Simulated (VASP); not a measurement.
# B (P1) in VASP: notebook

The runs below take B through single point, relaxation of cell and atoms, with PBE.

Program: VASP 6.6.1. These are calculated values, not measurements. Logs are shortened: lines on timing, memory, paths and dates and some standing lists are left out, and cuts for length are marked.

## (1) The cell of the first run

The typed cell holds 8 atoms: a = 3.254 Å, b = 4.340 Å, c = 4.363 Å, α = 68.87°, β = 80.17°, γ = 78.85°.

## (2) Single point, PBE

INCAR

```
  ALGO = Normal
  EDIFF = 1E-6
  ENCUT = 500
  GGA = PE
  GGA_COMPAT = False
  ISIF = 2
  ISMEAR = 0
  LASPH = True
  LCHARG = False
  LREAL = False
  LWAVE = False
  NBANDS = 22
  NELM = 120
  PREC = Accurate
  SIGMA = 0.1
```

KPOINTS

```
k-points
0
Gamma
  6 4 4
```

POSCAR

```
B
1.0
    3.2543547299      0.0000000000      0.0000000000
    0.8393713105      4.2582624495      0.0000000000
    0.7451002890      1.4561035588      4.0447602095
B
8
Direct
    0.3979189550      0.5159551561      0.4467643159
    0.9479452133      0.9067578177      0.8847291087
    0.3933806919      0.1198556051      0.8362353731
    0.1818459483      0.5123556459      0.8529464635
    0.9580467030      0.5197066311      0.2441641948
    0.6171891395      0.9037295607      0.2247146340
    0.2594193681      0.9009141871      0.5462946457
    0.7442539811      0.1207253963      0.4641512645
```

Potentials or basis: VASP PAW PBE potentials, release 64 (B).

Command:

```
$ cat potpaw_PBE.64/B/POTCAR > POTCAR
$ mpirun -np 1 vasp_std > vasp.out
```

OUTCAR:

```text
EDIFF = 1E-6
   ENCUT = 500
   GGA = PE
   ISIF = 2
   ISMEAR = 0
   LASPH = True
   LREAL = False
   NELM = 120
   PREC = Accurate

 ion  position               nearest neighbor table
   1  0.398  0.516  0.447-   4 1.79   5 1.80   6 1.83   7 1.83   8 1.85   5 1.89   3 1.93
   2  0.948  0.907  0.885-   7 1.65   6 1.67   4 1.78   3 1.81   5 1.84   3 1.87   8 1.90
   3  0.393  0.120  0.836-   4 1.73   2 1.81   6 1.82   8 1.82   2 1.87   1 1.93   7 1.98
   4  0.182  0.512  0.853-   3 1.73   5 1.75   7 1.77   2 1.78   1 1.79
   5  0.958  0.520  0.244-   4 1.75   6 1.80   1 1.80   2 1.84   8 1.86   1 1.89
   6  0.617  0.904  0.225-   7 1.66   2 1.67   8 1.78   5 1.80   3 1.82   1 1.83
   7  0.259  0.901  0.546-   2 1.65   6 1.66   4 1.77   8 1.79   1 1.83   8 1.92   3 1.98
   8  0.744  0.121  0.464-   6 1.78   7 1.79   3 1.82   1 1.85   5 1.86   2 1.90   7 1.92

  LATTYP: Found a triclinic cell.
 ALAT       =     8.1903188374
 B/A-ratio  =     0.6008911720
 C/A-ratio  =     1.0390904423
 COS(alpha) =     0.0025937543
 COS(beta)  =     0.4089242953
 COS(gamma) =     0.8988787961

  Lattice vectors:

 A1 = (  -0.9336423320,  -7.0604213402,   4.0447602095)
 A2 = (  -0.0942710215,  -2.8021588907,   4.0447602095)
 A3 = (  -4.8388263294,  -5.7143660083,  -4.0447602095)

Analysis of symmetry for initial positions (statically):
=====================================================================
 Subroutine PRICEL returns:
 Original cell was already a primitive cell.

 Routine SETGRP: Setting up the symmetry group for a
 triclinic supercell.

 Subroutine GETGRP returns: Found  1 space group operations
 (whereof  1 operations were pure point group operations)
 out of a pool of  2 trial point group operations.

The static configuration has the point symmetry C_1 .

Analysis of symmetry for dynamics (positions and initial velocities):
=====================================================================
 Subroutine PRICEL returns:
 Original cell was already a primitive cell.

 Routine SETGRP: Setting up the symmetry group for a
 triclinic supercell.

 Subroutine GETGRP returns: Found  1 space group operations
 (whereof  1 operations were pure point group operations)
 out of a pool of  2 trial point group operations.

The dynamic configuration has the point symmetry C_1 .

 Subroutine INISYM returns: Found  1 space group operations
 (whereof  1 operations are pure point group operations),
 and found     1 'primitive' translations

----------------------------------------------------------------------------------------

                                     Primitive cell

  volume of cell :      56.0519

  direct lattice vectors                    reciprocal lattice vectors
     3.254354730  0.000000000  0.000000000     0.307280577 -0.060569893 -0.034800286
     0.839371311  4.258262450  0.000000000     0.000000000  0.234837569 -0.084540937
     0.745100289  1.456103559  4.044760209     0.000000000  0.000000000  0.247233445

  length of vectors
     3.254354730  4.340200835  4.362968848     0.315120810  0.249591373  0.247233445

  position of ions in fractional coordinates (direct lattice)
     0.397918955  0.515955156  0.446764316
     0.947945213  0.906757818  0.884729109
     0.393380692  0.119855605  0.836235373
     0.181845948  0.512355646  0.852946463
     0.958046703  0.519706631  0.244164195
     0.617189139  0.903729561  0.224714634
     0.259419368  0.900914187  0.546294646
     0.744253981  0.120725396  0.464151265

  ion indices of the primitive-cell ions
   primitive index   ion index
                 1           1
                 2           2
                 3           3
                 4           4
                 5           5
                 6           6
                 7           7
                 8           8

----------------------------------------------------------------------------------------

 KPOINTS: k-points

Automatic generation of k-mesh.
 Grid dimensions read from file:
 generate k-points for:    6    4    4

 Generating k-lattice:

  Cartesian coordinates                     Fractional coordinates (reciprocal lattice)
     0.051213430 -0.010094982 -0.005800048     0.166666667  0.000000000  0.000000000
     0.000000000  0.058709392 -0.021135234     0.000000000  0.250000000  0.000000000
     0.000000000  0.000000000  0.061808361     0.000000000  0.000000000  0.250000000

  Length of vectors
     0.052520135  0.062397843  0.061808361

  Shift w.r.t. Gamma in fractional coordinates (k-lattice)
     0.000000000  0.000000000  0.000000000

 Subroutine IBZKPT returns following result:
 ===========================================

 Found     52 irreducible k-points:

 Following reciprocal coordinates:
            Coordinates               Weight
  0.000000  0.000000  0.000000      1.000000
  0.166667 -0.000000 -0.000000      2.000000
  0.333333  0.000000 -0.000000      2.000000
  0.500000  0.000000  0.000000      1.000000
  0.000000  0.250000  0.000000      2.000000
  0.166667  0.250000  0.000000      2.000000
[... 16 lines left out ...]
  0.333333  0.250000  0.250000      2.000000
  0.500000  0.250000  0.250000      2.000000
 [... further k-points ...]
   k-points           NKPTS =     52   k-points in BZ     NKDIM =     52   number of bands    NBANDS=     22
   number of dos      NEDOS =    301   number of ions     NIONS =      8
   total plane-waves  NPLWV =  24576
   dimension x,y,z NGX =    24 NGY =   32 NGZ =   32
   dimension x,y,z NGXF=    48 NGYF=   64 NGZF=   64
   ions per type =               8
   NGX,Y,Z   is equivalent  to a cutoff of  12.26, 12.26, 12.19 a.u.
   NGXF,Y,Z  is equivalent  to a cutoff of  24.52, 24.51, 24.39 a.u.
 SYSTEM =  unknown system
   PREC   = accura    normal or accurate (medium, high low for compatibility)
   ISTART =      0    job   : 0-new  1-cont  2-samecut
   ICHARG =      2    charge: 1-file 2-atom 10-const
   ISPIN  =      1    spin polarized calculation?
   LNONCOLLINEAR =      F non collinear calculations
   LSORBIT =      F    spin-orbit coupling
   LASPH  =      T    aspherical Exc in radial PAW
   ENCUT  =  500.0 eV  36.75 Ry    6.06 a.u.   5.93  7.91  7.95*2*pi/ulx,y,z
   NELM   =    120;   NELMIN=  2; NELMDL= -5     # of ELM steps
   EDIFF  = 0.1E-05   stopping-criterion for ELM
   LREAL  =      F    real-space projection
   EDIFFG = 0.1E-04   stopping-criterion for IOM
   NSW    =      0    number of steps for IOM
   IBRION =     -1    ionic relax: 0-MD 1-quasi-New 2-CG
   NFREE  =      0    steps in history (QN), initial steepest desc. (CG)
   ISIF   =      2    stress and relaxation
   ISYM   =      2    0-nonsym 1-usesym 2-fastsym
   POTIM  = 0.5000    time-step for ionic-motion
   TEBEG  =    0.0;   TEEND  =   0.0 temperature during run
   PSTRESS=    0.0 pullay stress
   NELECT =      24.0000    total number of electrons
   NUPDOWN=      -1.0000    fix difference up-down
   EMIN   =  10.00;   EMAX   =-10.00  energy-range for DOS
   EFERMI =   0.00;   METHOD = LEGACY
   ISMEAR =     0;   SIGMA  =   0.10  broadening in eV -4-tet -1-fermi 0-gaus
   EFERMI_NEDOS =   21; number of points for ismear=-14 and -15
   IALGO  =     38    algorithm
   IMIX   =      4    mixing-type and parameters
     AMIX     =   0.40;   BMIX     =  1.00
     AMIX_MAG =   1.60;   BMIX_MAG =  1.00
  volume/ion in A,a.u.               =       7.01        47.28
  Fermi-wavevector in a.u.,A,eV,Ry     =   1.233905  2.331743 20.715178  1.522523
  Thomas-Fermi vector in A             =   2.368617
   LORBIT       =      0    0 simple, 1 ext, 2 COOP (PROOUT), +10 PAW based schemes
   GGA     = PE    functional components
   LHFCALC =     F    Hartree Fock is set to
   AEXX    =    0.0000 exact exchange contribution
   IVDW    =     0    specifies the selected vdW correction
   LEPSILON=     F    determine dielectric tensor
   LRPA    =     F    only Hartree local field effects (RPA)
 non-spin polarized calculation
 Gauss-broadening in eV      SIGMA  =   0.10
  energy-cutoff  :      500.00
  volume of cell :       56.05
 maximum number of plane-waves:      1437
   NGX = 11   NGY = 15   NGZ = 15

 number of electron      24.0000000 magnetization

 Free energy of the ion-electron system (eV)
  ---------------------------------------------------
  ext. energy  EPLUGINS =         0.00000000
  ---------------------------------------------------
  free energy    TOTEN  =       -51.98461995 eV

  energy without entropy =      -51.98056561  energy(sigma->0) =      -51.98259278

 E-fermi :   6.6709     XC(G=0): -11.8223

 val. band max:        6.5879537741   @ k =   0.3333   0.0000   0.5000
 cond. band min:       6.6811216563   @ k =   0.3333   0.5000   0.2500
 fundamental gap:      0.0931678822
 Fermi energy:         6.6709364022

 k-point     1 :       0.0000    0.0000    0.0000
  band No.  band energies     occupation
      1      -9.5660      2.00000
      2      -3.6490      2.00000
      3      -3.1196      2.00000
      4      -2.5599      2.00000
      5      -1.7613      2.00000
      6      -0.6002      2.00000
[... 14 lines left out ...]
     21      16.4964      0.00000
     22      16.8143      0.00000

 k-point     2 :       0.1667   -0.0000   -0.0000
  band No.  band energies     occupation
      1      -9.2586      2.00000
      2      -3.6537      2.00000
      3      -3.2843      2.00000
      4      -2.1478      2.00000
      5      -1.6053      2.00000
      6      -0.9392      2.00000
[... 14 lines left out ...]
     21      16.4204      0.00000
     22      16.8485      0.00000

 k-point     3 :       0.3333    0.0000   -0.0000
  band No.  band energies     occupation
      1      -8.3505      2.00000
      2      -5.0194      2.00000
      3      -2.7274      2.00000
      4      -1.5877      2.00000
      5      -1.0939      2.00000
      6      -0.8260      2.00000
[... 14 lines left out ...]
     21      16.9880      0.00000
     22      17.4538      0.00000

 k-point     4 :       0.5000    0.0000    0.0000
  band No.  band energies     occupation
      1      -7.0886      2.00000
      2      -6.6429      2.00000
      3      -2.1007      2.00000
      4      -1.3870      2.00000
      5      -0.7082      2.00000
      6      -0.4969      2.00000
[... 14 lines left out ...]
     21      17.8603      0.00000
     22      18.3067      0.00000

 k-point     5 :       0.0000    0.2500    0.0000
  band No.  band energies     occupation
      1      -9.1646      2.00000
      2      -5.5682      2.00000
      3      -3.3408      2.00000
      4      -2.7610      2.00000
      5      -0.6653      2.00000
      6       0.5445      2.00000
[... 417 lines left out ...]
 k-point    22 :       0.1667    0.2500    0.2500
  band No.  band energies     occupation
      1      -8.9016      2.00000
      2      -4.5603      2.00000
      3      -3.9149      2.00000
      4      -2.2381      2.00000
      5      -1.8015      2.00000
      6      -0.2572      2.00000
[... 14 lines left out ...]
     21      16.2897      0.00000
     22      16.6065      0.00000

 k-point    23 :       0.3333    0.2500    0.2500
  band No.  band energies     occupation
      1      -8.1769      2.00000
      2      -3.9543      2.00000
      3      -3.4701      2.00000
      4      -3.0967      2.00000
      5      -1.2907      2.00000
      6      -0.9426      2.00000
[... 14 lines left out ...]
     21      17.1234      0.00000
     22      17.5337      0.00000

 k-point    24 :       0.5000    0.2500    0.2500
  band No.  band energies     occupation
      1      -6.9609      2.00000
      2      -5.8616      2.00000
      3      -3.5337      2.00000
      4      -2.0079      2.00000
      5      -1.7091      2.00000
      6      -1.3296      2.00000
[... 14 lines left out ...]
     21      17.0124      0.00000
     22      17.6570      0.00000

 [... further k-points ...]

------------------------ aborting loop because EDIFF is reached ----------------------------------------

  FORCE on cell =-STRESS in cart. coord.  units (eV):
  Direction    XX          YY          ZZ          XY          YZ          ZX
  --------------------------------------------------------------------------------------
  -------------------------------------------------------------------------------------
  Total       -0.0871531      0.1041452      0.2160451     -0.0631077      0.0531444      0.0067373
  in kB       -2.4911702      2.9768689      6.1753967     -1.8038611      1.5190707      0.1925784
  external PRESSURE =       2.2203651 kB  Pullay stress =       0.0000000 kB

 VOLUME and BASIS-vectors are now :
 -----------------------------------------------------------------------------
  energy-cutoff  :      500.00
  volume of cell :       56.05
      direct lattice vectors                 reciprocal lattice vectors
     3.254354730  0.000000000  0.000000000     0.307280577 -0.060569893 -0.034800286
     0.839371311  4.258262450  0.000000000     0.000000000  0.234837569 -0.084540937
     0.745100289  1.456103559  4.044760209     0.000000000  0.000000000  0.247233445

 POSITION                                       TOTAL-FORCE (eV/Angst)
 -----------------------------------------------------------------------------------
      2.06093      2.84761      1.80705        -0.003783      0.005962     -0.005683
      4.50527      5.14947      3.57852         0.072924     -0.010676     -0.046507
      2.00388      1.72802      3.38237        -0.045145      0.017944      0.017248
      1.65738      3.42372      3.44996         0.015211      0.022223      0.017291
      3.73598      2.56858      0.98759         0.008925      0.010961      0.008971
      2.93455      4.17553      0.90892        -0.007209     -0.032245      0.003443
      2.00749      4.63179      2.20963        -0.042839     -0.038232      0.018116
      2.86924      1.18993      1.87738         0.001915      0.024064     -0.012880
 -----------------------------------------------------------------------------------
    total drift:                               -0.000018     -0.000010      0.000038

  FREE ENERGIE OF THE ION-ELECTRON SYSTEM (eV)
  ---------------------------------------------------
  free  energy   TOTEN  =       -51.9846199508 eV

  energy  without entropy=      -51.9805656150  energy(sigma->0) =      -51.98259278
```

Wall time 20 s (1 thread of Intel Xeon 6975P-C (Granite Rapids), shared host); peak memory 0.17 GiB.

What came out:

```yaml
Free_energy: -51.9846 eV
Pressure: 0.2 GPa
Largest_force: 0.087 eV/Å
Band_gap_on_the_k_mesh: zero (bands 12 and 13 overlap by 1.37 eV)
```

Forces on the atoms (eV/Å):
```
B   -0.004  0.006 -0.006
B    0.073 -0.011 -0.047
B   -0.045  0.018  0.017
B    0.015  0.022  0.017
B    0.009  0.011  0.009
B   -0.007 -0.032  0.003
B   -0.043 -0.038  0.018
B    0.002  0.024 -0.013
```

Stress tensor (GPa, compression positive):
```
-0.25 -0.18  0.02
-0.18  0.30  0.15
 0.02  0.15  0.62
```

Caveat: the k points lie up to 0.39 Å⁻¹ apart, too coarse for converged energies and pressures of a metal.

## (3) Relaxation of cell and atoms, PBE

This run uses another cell than the first one, of 6.39 Å³/atom.

INCAR

```
PREC = Accurate
ENCUT = 600
EDIFF = 1E-6
ISMEAR = 0
SIGMA = 0.1
LREAL = False
LASPH = True
NELM = 80
ALGO = Normal
ISIF = 3
LWAVE = False
LCHARG = False
GGA = PE
IBRION = 2
NSW = 100
EDIFFG = -0.015
```

KPOINTS

```
Automatic mesh
0
Gamma
  8 8 6
```

POSCAR

```
B
1.0
   -1.4335400624      2.6863486843      0.0003859500
    0.0134649475      0.0069599001     -3.3003623699
   -4.3262833107     -2.7005152623      0.0238724162
B
8
Direct
    0.4768370283      0.3732813584      0.8505222991
    0.0314128279      0.4213993559      0.3259685743
    0.2681940765      0.1167275008      0.5950038511
    0.7756942459      0.0585484670      0.0729128281
    0.9311471076      0.6423596338      0.6506836387
    0.4650876315      0.6100211117      0.1463730833
    0.2717700938      0.8901881908      0.9098235106
    0.7798569883      0.8874743816      0.4487122147
```

Potentials or basis: VASP PAW PBE potentials, release 64 (B).

Command:

```
$ cat potpaw_PBE.64/B/POTCAR > POTCAR
$ mpirun -np 1 vasp_std > vasp.out
```

Wall time 9.8 min (1 thread of Intel Xeon 6975P-C (Granite Rapids), shared host); peak memory 0.29 GiB.

Results (log left out):

```yaml
Free_energy: -51.4602 eV
Relaxed_volume: 6.38 Å³/atom
Relaxed_cell: a = 3.041 Å, b = 3.265 Å, c = 5.146 Å, α = 90.00°, β = 92.22°, γ = 90.00°
Space_group_after_relaxing_to_0.1_Å: Cmce (No. 64)
Energy_gained_by_relaxing: 357.0 meV/atom
Ionic_steps: 20
Pressure_after_relaxing: 0.0 GPa
Largest_force_after_relaxing: 0.010 eV/Å
Band_gap_on_the_k_mesh: zero (bands 12 and 13 overlap by 1.02 eV)
```

Forces in eV/Å, atoms in the order of the input:
```
B    0.007 -0.002 -0.002
B    0.002  0.008  0.003
B    0.005 -0.005  0.002
B   -0.003 -0.002  0.001
B   -0.001 -0.008  0.002
B   -0.004  0.000 -0.003
B    0.002  0.007 -0.007
B   -0.007  0.002  0.004
```

Stress tensor (GPa, compression positive):
```
 0.04  0.00 -0.01
 0.00 -0.06  0.01
-0.01  0.01  0.05
```

The path:
| step | energy change (eV) | largest force (eV/Å) | pressure (GPa) | volume (Å³) |
| --- | --- | --- | --- | --- |
| 1 | 0.0000 | 11.6796 | 17.86 | 51.13 |
| 2 | -0.8420 | 4.8645 | -6.82 | 56.45 |
| 3 | -2.2372 | 2.0307 | -8.50 | 53.39 |
| 4 | -2.2446 | 2.0704 | -8.22 | 53.31 |
| 5 | -2.2515 | 2.1647 | -7.44 | 53.11 |
| 6 | -2.7140 | 1.2275 | -0.14 | 51.34 |
| 7 | -2.7146 | 1.2649 | 0.25 | 51.27 |
| 8 | -2.8192 | 0.3497 | 0.54 | 51.02 |
| 9 | -2.8194 | 0.3742 | 0.59 | 51.00 |
| 10 | -2.8474 | 0.1844 | 0.03 | 51.10 |
| 11 | -2.8494 | 0.1805 | -0.12 | 51.14 |
| 12 | -2.8544 | 0.0754 | -0.14 | 51.12 |
| 13 | -2.8545 | 0.0675 | -0.14 | 51.12 |
| 14 | -2.8553 | 0.0364 | 0.05 | 51.08 |
| 15 | -2.8554 | 0.0491 | 0.17 | 51.05 |
| 16 | -2.8557 | 0.0300 | -0.05 | 51.09 |
| 17 | -2.8558 | 0.0317 | -0.16 | 51.11 |
| 18 | -2.8560 | 0.0206 | -0.01 | 51.08 |
| 19 | -2.8560 | 0.0296 | 0.07 | 51.06 |
| 20 | -2.8562 | 0.0098 | 0.01 | 51.07 |

Final structure:
```yaml
crystal:
  lattice:
    - [-1.46958, 2.66256, -0.00039]
    - [0.00067, -0.00007, -3.26512]
    - [-4.40582, -2.65989, -0.00092]
  atoms:
    - { symbol: B, position: [0.51742, 0.41001, 0.82900] }
    - { symbol: B, position: [0.01695, 0.41013, 0.32903] }
    - { symbol: B, position: [0.26733, 0.09001, 0.57898] }
    - { symbol: B, position: [0.76710, 0.08994, 0.07893] }
    - { symbol: B, position: [0.98309, 0.58999, 0.67099] }
    - { symbol: B, position: [0.48265, 0.58987, 0.17103] }
    - { symbol: B, position: [0.23271, 0.90990, 0.92109] }
    - { symbol: B, position: [0.73276, 0.91016, 0.42097] }
```

Levels at points of the mesh, in eV from the Fermi level:
```csv
k point,band 10,band 11,band 12,band 13,band 14,band 15
"(0.00, 0.00, 0.00)",-4.61,-3.57,0.47,0.82,1.49,1.49
"(0.50, 0.00, 0.00)",-4.38,-1.46,-1.46,1.18,1.19,3.19
"(0.00, 0.50, 0.00)",-1.95,-1.57,-1.57,0.86,0.86,1.91
"(0.50, 0.50, 0.00)",-7.05,-7.05,-7.05,4.63,4.63,4.63
"(0.00, 0.00, 0.50)",-4.55,-3.61,-3.60,3.32,3.32,4.16
"(0.50, 0.00, 0.50)",-4.62,-3.60,-1.92,-0.55,0.62,1.41
"(0.00, 0.50, 0.50)",-3.26,-3.26,-3.26,2.21,2.21,2.21
"(0.50, 0.50, 0.50)",-4.37,-3.90,-3.90,0.75,0.75,1.97
```
